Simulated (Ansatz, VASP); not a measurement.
BaTiO3 in VASP and in Ansatz

File POSCAR:

```
BaTiO3
1.0
    3.8131590514      0.0000000000      0.0000000000
    0.0000000000      3.8131590514      0.0000000000
    0.0000000000      0.0000000000      3.9484664854
Ba Ti O
1 1 3
Direct
    0.5000000000      0.5000000000      0.5756947647
    0.0000000000      0.0000000000      0.0851953261
    0.0000000000      0.5000000000      0.0669884550
    0.5000000000      0.0000000000      0.0669884550
    0.0000000000      0.0000000000      0.5651299892
```

Contents of INCAR.step1:

```
PREC = Accurate
ENCUT = 520
ISMEAR = 0
SIGMA = 0.01
LREAL = False
LASPH = True
NELM = 100
NBANDS = 28
GGA = PE
ALGO = Normal
EDIFF = 1E-4
LWAVE = True
LCHARG = False
```

Contents of INCAR.step2:

```
PREC = Accurate
ENCUT = 520
EDIFF = 1E-7
ISMEAR = 0
SIGMA = 0.01
LREAL = False
LASPH = True
NELM = 100
ALGO = Normal
ISIF = 2
LWAVE = False
LCHARG = True
METAGGA = R2SCAN
LMIXTAU = True
LELF = True
LVHAR = True
NBANDS = 28
ISTART = 1
```

The input KPOINTS:

```
regular mesh
0
Gamma
  6 6 6
```

Input for Ansatz:

```yaml
crystal:
  lattice:
    - [3.8131590514, 0.0, 0.0]
    - [0.0, 3.8131590514, 0.0]
    - [0.0, 0.0, 3.9484664854]
  atoms:
    - { symbol: Ba, position: [0.5, 0.5, 0.5756947647] }
    - { symbol: Ti, position: [0.0, 0.0, 0.0851953261] }
    - { symbol: O, position: [0.0, 0.5, 0.066988455] }
    - { symbol: O, position: [0.5, 0.0, 0.066988455] }
    - { symbol: O, position: [0.0, 0.0, 0.5651299892] }
kpoints:
  mp_grid: { grid: [6, 6, 6] }
  band_path:
    path:
      - [0.0, 0.0, 0.0]
      - [0.0, 0.5, 0.0]
      - [0.5, 0.5, 0.0]
      - [0.0, 0.0, 0.5]
      - [0.0, 0.5, 0.5]
      - [0.5, 0.5, 0.5]
    npoints: 1
hamiltonian:
  xc: r2scan
scf:
  occupations: { method: fixed }
  n_extra_bands: 5
output:
  forces: true
  stress: true
  eigenvalues: true
```

Change from the starting cell: hydrostatic strain -4.0%.

Alike in both runs: task single point; functional r2SCAN; k mesh 6 × 6 × 6; no spin polarisation.

|  | VASP | Ansatz |
| --- | --- | --- |
| version | VASP 6.6.1 | Ansatz 0.2.0 |
| potentials or method | VASP PAW PBE potentials, release 64 (Ba_sv, Ti_sv, O) | plane waves, PAW |
| plane-wave cutoff (eV) | 520 | 500 |
| occupations | gaussian, width 0.01 eV | fixed |
| valence electrons in the cell | 40 | 40 |

```tsv
	VASP	Ansatz	Ansatz less VASP
gap on the k mesh at the Fermi level (eV)	2.39	2.43	+0.033
pressure (GPa)	27.5	24.5	-2.99
traceless stress, the component that is largest in VASP (GPa)	-6.58	-6.39	+0.195
rms of the force components (eV/Å)	0.024	0.001	-0.0228
```

VASP's potentials were made for PBE, not for r2SCAN. Atom by atom the forces differ by 0.023 eV/Å (rms over components).

Neither program's run includes spin-orbit coupling.
